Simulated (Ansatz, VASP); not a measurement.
## Al3Cu2: VASP beside Ansatz

```
Al Cu
1.0
     4.04727    0.00740    0.02004
    -2.01722    3.48311   -0.01205
     0.02445   -0.00286    4.98070
Al Cu
3 2
Direct
  0.99914 0.99770 0.99621
  0.32394 0.61520 0.32464
  0.63611 0.32164 0.65240
  0.29369 0.65587 0.85498
  0.64885 0.29109 0.12956
```

Change from the starting cell: kmesh displaced: [4, 4, 2] Gamma-centred.

Alike in both runs: task single point; functional PBEsol; k mesh 4 × 4 × 2; occupations gaussian, width 0.1 eV; no spin polarisation.

```csv
,VASP,Ansatz
version,VASP 6.6.1,Ansatz 0.2.0
potentials or method,"VASP PAW PBE potentials, release 64 (Al, Cu), cutoff 520 eV","scalar-relativistic, plane waves, PAW"
valence electrons in the cell,31,47
```

```csv
,VASP,Ansatz,Ansatz less VASP
gap on the k mesh at the Fermi level (eV),none,none,-
pressure (GPa),7.6,7.6,+0.01
"traceless stress, the component that is largest in VASP (GPa)",-3.59,-3.60,-0.007
rms of the force components (eV/Å),0.727,0.722,-0.0049
```

VASP's potentials were made for PBE, not for PBEsol. Atom by atom the forces differ by 0.005 eV/Å (rms over components). A gap of «none» marks a metal or a gap that the smearing closes. VASP's potentials hold 31 valence electrons a cell and Ansatz's 47, so a difference there can come from the potentials and not from the codes.

The k mesh is coarse, so the values compare programs but aren't converged.
